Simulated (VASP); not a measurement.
Input of a VASP 6.6.1 run:

File INCAR:

```
PREC = Accurate
ENCUT = 600
EDIFF = 1E-7
ISMEAR = 0
SIGMA = 0.1
LREAL = False
LASPH = True
NELM = 60
ALGO = Fast
ISIF = 3
LWAVE = False
LCHARG = False
GGA = PE
IBRION = 2
NSW = 90
EDIFFG = -0.025
```

File KPOINTS:

```
Automatic mesh
0
Gamma
  12 12 4
```

Contents of POSCAR:

```
Mg
1.0
    3.0654294321      0.0000000000      0.0000000000
   -1.5327147160      2.6547397617      0.0000000000
    0.0000000000      0.0000000000     10.1471029457
Mg
2
Direct
    0.3333333333      0.6666666667      0.8570543588
    0.6666666667      0.3333333333      0.1429456412
```

Potentials or basis: VASP PAW PBE potentials, release 64 (Mg).

The run is started by

```sh
$ cat potpaw_PBE.64/Mg/POTCAR > POTCAR
$ mpirun -np 1 vasp_std > vasp.out
```

(1) What does it give for the relaxed cell?

(2) What does it give for the space group after relaxing (to 0.05 Å)?

Answers

(1) a = 3.097 Å, b = 3.097 Å, c = 9.648 Å, α = 90.00°, β = 90.00°, γ = 120.00°.

(2) P-3m1 (No. 164).
